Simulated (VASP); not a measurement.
# Hg (P6/mmm) in VASP: further runs

The runs below take Hg through single point, with PBE, LDA.

Program: VASP 6.6.1. These are calculated values, not measurements. Logs are shortened: lines on timing, memory, paths and dates and some standing lists are left out, and cuts for length are marked.

### Step 1. The cell of the first run

The structure is hexagonal, space group P6/mmm (No. 191). Conventional cell: a = 4.540 Å, b = 4.540 Å, c = 3.870 Å, α = 90.00°, β = 90.00°, γ = 120.00°. Hg (site symmetry -6m2) has 9 Hg at 2.62 to 3.26 Å within 3.5 Å. Hg (site symmetry 6/mmm) has 14 Hg at 3.26 to 3.87 Å within 4.3 Å.

### Step 2. Single point, PBE

The input, INCAR:

```
SYSTEM = Hg
PREC = Accurate
ENCUT = 520
EDIFF = 1E-7
ISMEAR = 0
SIGMA = 0.1
LREAL = .FALSE.
LASPH = .TRUE.
NELM = 60
ALGO = Normal
ISIF = 2
LWAVE = .FALSE.
LCHARG = .FALSE.
GGA = PE
ISYM = 0
NBANDS = 25
```

The input, KPOINTS:

```
Automatic mesh
0
Gamma
  6 2 1
  0.21 0.59 0.64
```

The input, POSCAR:

```
Hg
1.0
    4.5400020208      0.0000000000      0.0000000000
   -2.2700010104      3.9317570832      0.0000000000
    0.0000000000      0.0000000000      3.8700000000
Hg
3
Direct
    1.2763333333      1.5696666667      0.7030000000
    0.9430000000      0.9030000000      0.2030000000
    1.6096666667      1.2363333333      0.7030000000
```

Potentials or basis: VASP PAW PBE potentials, release 64 (Hg).

The run is started by

```bash
$ cat potpaw_PBE.64/Hg/POTCAR > POTCAR
$ mpirun -np 1 vasp_std > vasp.out
```

OUTCAR:

```text
SYSTEM = Hg
   PREC = Accurate
   ENCUT = 520
   EDIFF = 1E-7
   ISMEAR = 0
   LREAL = .FALSE.
   LASPH = .TRUE.
   NELM = 60
   ISIF = 2
   GGA = PE
   ISYM = 0

 ion  position               nearest neighbor table
   1  0.276  0.570  0.703-   3 2.62   3 2.62   3 2.62   2 3.26   2 3.26   2 3.26   2 3.26   2 3.26
                             2 3.26
   2  0.943  0.903  0.203-   1 3.26   3 3.26   1 3.26   3 3.26   3 3.26   3 3.26   1 3.26   1 3.26
                             1 3.26   1 3.26   3 3.26   3 3.26
   3  0.610  0.236  0.703-   1 2.62   1 2.62   1 2.62   2 3.26   2 3.26   2 3.26   2 3.26   2 3.26
                             2 3.26

IMPORTANT INFORMATION: All symmetrisations will be switched off!
NOSYMM: (Re-)initialisation of all symmetry stuff for point group C_1.

----------------------------------------------------------------------------------------

                                     Primitive cell

  volume of cell :      69.0802

  direct lattice vectors                    reciprocal lattice vectors
     4.540002021  0.000000000  0.000000000     0.220264219  0.127169606  0.000000000
    -2.270001010  3.931757083  0.000000000     0.000000000  0.254339212  0.000000000
     0.000000000  0.000000000  3.870000000     0.000000000  0.000000000  0.258397933

  length of vectors
     4.540002021  4.540002021  3.870000000     0.254339212  0.254339212  0.258397933

  position of ions in fractional coordinates (direct lattice)
     0.276333333  0.569666667  0.703000000
     0.943000000  0.903000000  0.203000000
     0.609666667  0.236333333  0.703000000

  ion indices of the primitive-cell ions
   primitive index   ion index
                 1           1
                 2           2
                 3           3

----------------------------------------------------------------------------------------

 KPOINTS: Automatic mesh

Automatic generation of k-mesh.
 Grid dimensions read from file:
 generate k-points for:    6    2    1

 Generating k-lattice:

  Cartesian coordinates                     Fractional coordinates (reciprocal lattice)
     0.036710703  0.021194934  0.000000000     0.166666667  0.000000000  0.000000000
     0.000000000  0.127169606  0.000000000     0.000000000  0.500000000  0.000000000
     0.000000000  0.000000000  0.258397933     0.000000000  0.000000000  1.000000000

  Length of vectors
     0.042389869  0.127169606  0.258397933

  Shift w.r.t. Gamma in fractional coordinates (k-lattice)
     0.210000000  0.590000000  0.640000000
[... 58 lines left out ...]
   ENCUT  =  520.0 eV  38.22 Ry    6.18 a.u.   8.44  8.44  7.20*2*pi/ulx,y,z
   NELM   =     60;   NELMIN=  2; NELMDL= -5     # of ELM steps
   EDIFF  = 0.1E-06   stopping-criterion for ELM
   LREAL  =      F    real-space projection
   EDIFFG = 0.1E-05   stopping-criterion for IOM
   NSW    =      0    number of steps for IOM
   IBRION =     -1    ionic relax: 0-MD 1-quasi-New 2-CG
   NFREE  =      0    steps in history (QN), initial steepest desc. (CG)
   ISIF   =      2    stress and relaxation
   ISYM   =      0    0-nonsym 1-usesym 2-fastsym
   POTIM  = 0.5000    time-step for ionic-motion
   TEBEG  =    0.0;   TEEND  =   0.0 temperature during run
   PSTRESS=    0.0 pullay stress
   NELECT =      36.0000    total number of electrons
   NUPDOWN=      -1.0000    fix difference up-down
   EMIN   =  10.00;   EMAX   =-10.00  energy-range for DOS
   EFERMI =   0.00;   METHOD = LEGACY
   ISMEAR =     0;   SIGMA  =   0.10  broadening in eV -4-tet -1-fermi 0-gaus
   EFERMI_NEDOS =   21; number of points for ismear=-14 and -15
   IALGO  =     38    algorithm
   IMIX   =      4    mixing-type and parameters
     AMIX     =   0.40;   BMIX     =  1.00
     AMIX_MAG =   1.60;   BMIX_MAG =  1.00
  volume/ion in A,a.u.               =      23.03       155.39
  Fermi-wavevector in a.u.,A,eV,Ry     =   1.317421  2.489564 23.614230  1.735597
  Thomas-Fermi vector in A             =   2.447463
   LORBIT       =      0    0 simple, 1 ext, 2 COOP (PROOUT), +10 PAW based schemes
   GGA     = PE    functional components
   LHFCALC =     F    Hartree Fock is set to
   AEXX    =    0.0000 exact exchange contribution
   IVDW    =     0    specifies the selected vdW correction
   LEPSILON=     F    determine dielectric tensor
   LRPA    =     F    only Hartree local field effects (RPA)
 non-spin polarized calculation
 Gauss-broadening in eV      SIGMA  =   0.10
  energy-cutoff  :      520.00
  volume of cell :       69.08
 maximum number of plane-waves:      1877
 NGX is ok and might be reduce to    36
   NGX = 17   NGY = 17   NGZ = 15

 number of electron      36.0000005 magnetization

 Free energy of the ion-electron system (eV)
  ---------------------------------------------------
  ext. energy  EPLUGINS =         0.00000000
  ---------------------------------------------------
  free energy    TOTEN  =         2.04094811 eV

  energy without entropy =        2.05068443  energy(sigma->0) =        2.04581627

 E-fermi :   2.7237     XC(G=0): -10.9008

 val. band max:        2.7021412113   @ k =  -0.4650   0.2950  -0.3600
 cond. band min:       2.7413114526   @ k =  -0.4650  -0.2050  -0.3600
 fundamental gap:      0.0391702413
 Fermi energy:         2.7237371352

 k-point     1 :       0.0350   -0.2050   -0.3600
  band No.  band energies     occupation
      1      -6.0617      2.00000
      2      -5.2600      2.00000
      3      -5.2214      2.00000
      4      -5.0396      2.00000
      5      -4.9619      2.00000
      6      -4.2604      2.00000
[... 325 lines left out ...]
     24      11.6228      0.00000
     25      12.5971      0.00000

------------------------ aborting loop because EDIFF is reached ----------------------------------------

  FORCE on cell =-STRESS in cart. coord.  units (eV):
  Direction    XX          YY          ZZ          XY          YZ          ZX
  --------------------------------------------------------------------------------------
  -------------------------------------------------------------------------------------
  Total        4.6054112      6.2891900     13.5623063     -1.2828007      0.0233190     -0.2644870
  in kB      106.8132933    145.8651730    314.5505459    -29.7519941      0.5408369     -6.1342457
  external PRESSURE =     189.0763374 kB  Pullay stress =       0.0000000 kB

 VOLUME and BASIS-vectors are now :
 -----------------------------------------------------------------------------
  energy-cutoff  :      520.00
  volume of cell :       69.08
      direct lattice vectors                 reciprocal lattice vectors
     4.540002021  0.000000000  0.000000000     0.220264219  0.127169606  0.000000000
    -2.270001010  3.931757083  0.000000000     0.000000000  0.254339212  0.000000000
     0.000000000  0.000000000  3.870000000     0.000000000  0.000000000  0.258397933

 POSITION                                       TOTAL-FORCE (eV/Angst)
 -----------------------------------------------------------------------------------
     -0.03859      2.23979      2.72061        -0.153794     -0.145974     -0.074449
      2.23141      3.55038      0.78561        -0.000010      0.000001     -0.000001
      2.23141      0.92921      2.72061         0.153804      0.145973      0.074450
 -----------------------------------------------------------------------------------
    total drift:                                0.000328     -0.000041      0.000188

  FREE ENERGIE OF THE ION-ELECTRON SYSTEM (eV)
  ---------------------------------------------------
  free  energy   TOTEN  =         2.0409481106 eV

  energy  without entropy=        2.0506844331  energy(sigma->0) =        2.04581627
```

stdout:

```text
POSCAR found type information on POSCAR Hg
 POSCAR found :  1 types and       3 ions
 scaLAPACK will be used
 LDA part: xc-table for (Slater+PW92), standard interpolation
 -----------------------------------------------------------------------------
|                                                                             |
|           W    W    AA    RRRRR   N    N  II  N    N   GGGG   !!!           |
|           W    W   A  A   R    R  NN   N  II  NN   N  G    G  !!!           |
|           W    W  A    A  R    R  N N  N  II  N N  N  G       !!!           |
|           W WW W  AAAAAA  RRRRR   N  N N  II  N  N N  G  GGG   !            |
|           WW  WW  A    A  R   R   N   NN  II  N   NN  G    G                |
|           W    W  A    A  R    R  N    N  II  N    N   GGGG   !!!           |
|                                                                             |
|     Your reciprocal lattice and k-lattice belong to different lattice       |
|     classes:                                                                |
|                                                                             |
|        The reciprocal lattice is hexagonal,                                 |
|        whereas your k-lattice is base centered orthorhombic.                |
|                                                                             |
|     Results are often still useful ...                                      |
|                                                                             |
 -----------------------------------------------------------------------------

 POSCAR, INCAR and KPOINTS ok, starting setup
 FFT: planning ... GRIDC
 FFT: planning ... GRID_SOFT
 FFT: planning ... GRID
 WAVECAR not read
 entering main loop
```

Wall time 34 s (1 thread of AMD EPYC 7R13, shared host); peak memory 0.15 GiB.

What came out:

```yaml
Free_energy: 2.0409 eV
Pressure: 18.9 GPa
Largest_force: 0.225 eV/Å
Band_gap_on_the_k_mesh: zero (bands 18 and 19 overlap by 1.17 eV)
```

Forces on the atoms (eV/Å):
```
Hg  -0.154 -0.146 -0.074
Hg   0.000  0.000  0.000
Hg   0.154  0.146  0.074
```

Stress tensor (GPa, compression positive):
```
10.68 -2.98 -0.61
-2.98 14.59  0.05
-0.61  0.05 31.46
```

Caveat: the k points lie up to 1.62 Å⁻¹ apart, too coarse for converged energies and pressures of a metal; spin-orbit coupling is left out, which moves the levels of the heavy elements.

### Step 3. Single point, PBE

The input, INCAR:

```
SYSTEM = Hg
PREC = Accurate ; ENCUT = 520
EDIFF = 1E-6 ; ISMEAR = 0
SIGMA = 0.1 ; LREAL = .FALSE.
LASPH = .TRUE. ; NELM = 80
ALGO = Normal ; ISIF = 2
LWAVE = .FALSE. ; LCHARG = .FALSE.
GGA = PE ; NBANDS = 25
```

The input, KPOINTS:

```
regular mesh
0
G
  6 6 4
  0 0 0
```

The input, POSCAR:

```
Hg
1.0
    4.5400020208      0.0000000000      0.0000000000
   -2.2700010104      3.9317570832      0.0000000000
    0.0000000000      0.0000000000      3.8700000000
Hg
3
Direct
    0.3333333333      0.6666666667      0.5000000000
    0.0000000000      0.0000000000      0.0000000000
    0.6666666667      0.3333333333      0.5000000000
```

Potentials or basis: VASP PAW PBE potentials, release 64 (Hg).

The run is started by

```bash
$ cat potpaw_PBE.64/Hg/POTCAR > POTCAR
$ mpirun -np 1 vasp_std > vasp.out
```

OUTCAR:

```text
SYSTEM = Hg
   PREC = Accurate
   ENCUT = 520
   EDIFF = 1E-6
   ISMEAR = 0
   LREAL = .FALSE.
   LASPH = .TRUE.
   NELM = 80
   ISIF = 2
   GGA = PE

 ion  position               nearest neighbor table
   1  0.333  0.667  0.500-   3 2.62   3 2.62   3 2.62   2 3.26   2 3.26   2 3.26   2 3.26   2 3.26
                             2 3.26
   2  0.000  0.000  0.000-   1 3.26   3 3.26   1 3.26   3 3.26   1 3.26   1 3.26   3 3.26   3 3.26
                             3 3.26   3 3.26   1 3.26   1 3.26
   3  0.667  0.333  0.500-   1 2.62   1 2.62   1 2.62   2 3.26   2 3.26   2 3.26   2 3.26   2 3.26
                             2 3.26

  LATTYP: Found a hexagonal cell.
 ALAT       =     4.5400020208
 C/A-ratio  =     0.8524225281

  Lattice vectors:

 A1 = (   4.5400020208,   0.0000000000,   0.0000000000)
 A2 = (  -2.2700010104,   3.9317570832,   0.0000000000)
 A3 = (   0.0000000000,   0.0000000000,   3.8700000000)

Analysis of symmetry for initial positions (statically):
=====================================================================
 Subroutine PRICEL returns:
 Original cell was already a primitive cell.

 Routine SETGRP: Setting up the symmetry group for a
[... 165 lines left out ...]
  energy without entropy =        0.52231952  energy(sigma->0) =        0.51960707

 E-fermi :   3.2641     XC(G=0): -10.9249

 val. band max:        3.1864338137   @ k =   0.3333  -0.0000   0.0000
 cond. band min:       3.3513019409   @ k =   0.3333   0.1667   0.5000
 fundamental gap:      0.1648681272
 Fermi energy:         3.2641148900

 k-point     1 :       0.0000    0.0000    0.0000
  band No.  band energies     occupation
      1      -6.8355      2.00000
      2      -5.1069      2.00000
      3      -4.8563      2.00000
      4      -4.8563      2.00000
      5      -4.6475      2.00000
      6      -4.6475      2.00000
[... 577 lines left out ...]
     24      12.8949      0.00000
     25      13.0635      0.00000

------------------------ aborting loop because EDIFF is reached ----------------------------------------

  FORCE on cell =-STRESS in cart. coord.  units (eV):
  Direction    XX          YY          ZZ          XY          YZ          ZX
  --------------------------------------------------------------------------------------
  -------------------------------------------------------------------------------------
  Total        7.8304087      7.8304087      1.9511507      0.0000000     -0.0000000      0.0000000
  in kB      181.6106541    181.6106541     45.2530335      0.0000000     -0.0000000      0.0000000
  external PRESSURE =     136.1581139 kB  Pullay stress =       0.0000000 kB

 VOLUME and BASIS-vectors are now :
 -----------------------------------------------------------------------------
  energy-cutoff  :      520.00
  volume of cell :       69.08
      direct lattice vectors                 reciprocal lattice vectors
     4.540002021  0.000000000  0.000000000     0.220264219  0.127169606  0.000000000
    -2.270001010  3.931757083  0.000000000     0.000000000  0.254339212  0.000000000
     0.000000000  0.000000000  3.870000000     0.000000000  0.000000000  0.258397933

 POSITION                                       TOTAL-FORCE (eV/Angst)
 -----------------------------------------------------------------------------------
     -0.00000      2.62117      1.93500         0.000000      0.000000      0.000000
      0.00000      0.00000      0.00000        -0.000000      0.000000     -0.000000
      2.27000      1.31059      1.93500        -0.000000      0.000000     -0.000000
 -----------------------------------------------------------------------------------
    total drift:                                0.000000     -0.000000     -0.000000

  FREE ENERGIE OF THE ION-ELECTRON SYSTEM (eV)
  ---------------------------------------------------
  free  energy   TOTEN  =         0.5168946120 eV

  energy  without entropy=        0.5223195194  energy(sigma->0) =        0.51960707
```

It took 45 s on 1 thread of AMD EPYC 7R13, shared host; peak memory 0.16 GiB.

Results:

| Property | Result |
| --- | --- |
| Free energy | 0.5169 eV |
| Pressure | 13.6 GPa |
| Band gap on the k mesh | zero (bands 18 and 19 overlap by 6.13 eV) |

Stress tensor (GPa, compression positive):
```
18.16  0.00  0.00
 0.00 18.16  0.00
 0.00  0.00  4.53
```

Levels at points of the mesh, in eV from the Fermi level:
```csv
k point,band 14,band 15,band 16,band 17,band 18,band 19,band 20,band 21,band 22,band 23
"(0.00, 0.00, 0.00)",-6.79,-6.07,-6.07,0.33,1.89,2.59,3.51,3.51,3.78,3.78
"(0.50, 0.00, 0.00)",-6.40,-6.02,-5.85,-5.11,-0.74,0.23,6.03,6.07,6.99,7.70
"(0.00, 0.00, 0.50)",-6.20,-6.20,-6.17,-5.28,4.15,4.15,4.17,4.76,5.25,5.57
"(0.50, 0.00, 0.50)",-6.19,-6.14,-4.05,-3.22,-2.40,-1.30,2.23,3.39,3.84,4.85
```

Caveat: the k points lie up to 0.41 Å⁻¹ apart, too coarse for converged energies and pressures of a metal; spin-orbit coupling is left out, which moves the levels of the heavy elements.

(Continued in part 2 of 2.)
